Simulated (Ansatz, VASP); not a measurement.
# MgS in VASP and in Ansatz

```
Mg S
1.0
    -0.01634    2.60529    2.62163
     2.60529   -0.01634    2.62163
     2.58894    2.58894    0.00000
Mg S
1 1
Direct
  0.00000 0.00000 0.00000
  0.50000 0.50000 0.50000
```

Change from the starting cell: strained cell.

Alike in both runs: functional PBE; k mesh 6 × 6 × 6; occupations gaussian, width 0.02 eV; no spin polarisation.

Ansatz relaxed the structure, and its values are those at the end. VASP's run is a single point on that final structure, the one shown.

|  | VASP | Ansatz |
| --- | --- | --- |
| version | VASP 6.6.1 | Ansatz 0.2.0 |
| potentials or method | VASP PAW PBE potentials, release 64 (Mg, S), cutoff 600 eV | scalar-relativistic, plane waves, PAW |
| valence electrons in the cell | 8 | 16 |

```csv
,VASP,Ansatz,Ansatz less VASP
gap on the k mesh at the Fermi level (eV),2.69,2.71,+0.014
least direct gap on the mesh (eV),3.58,3.59,+0.011
pressure (GPa),0.1,0.4,+0.27
```

With one functional, cell and mesh, what is left measures potentials, basis and numerics. VASP's potentials hold 8 valence electrons a cell and Ansatz's 16, so a difference there can come from the potentials and not from the codes. Ansatz's warnings: stress scf threshold loose.
